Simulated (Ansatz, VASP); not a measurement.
# One calculation of AlRu, two programs

```
Al Ru
1.0
     2.99160    0.00000    0.00000
     0.00000    2.99160    0.00000
     0.00000    0.00000    2.99160
Al Ru
1 1
Cartesian
  0.0000 0.0000 0.0000
  1.4958 1.4958 1.4958
```

Alike in both runs: task single point; functional LDA; k mesh 14 × 14 × 14; occupations gaussian, width 0.05 eV; no spin polarisation.

|  | VASP | Ansatz |
| --- | --- | --- |
| version | VASP 6.6.1 | Ansatz 0.2.0 |
| potentials or method | VASP PAW LDA potentials, release 64 (Al, Ru_pv), cutoff 520 eV | scalar-relativistic, plane waves, PAW |
| valence electrons in the cell | 17 | 19 |

Ansatz gave:

* pressure (GPa): -8.2

Problem. Which values does VASP return?

Solution. Pressure (GPa): -7.6.

LDA's correlation is that of Perdew and Zunger in VASP and of Perdew and Wang (1992) in Ansatz. VASP's potentials hold 17 valence electrons a cell and Ansatz's 19, so a difference there can come from the potentials and not from the codes.
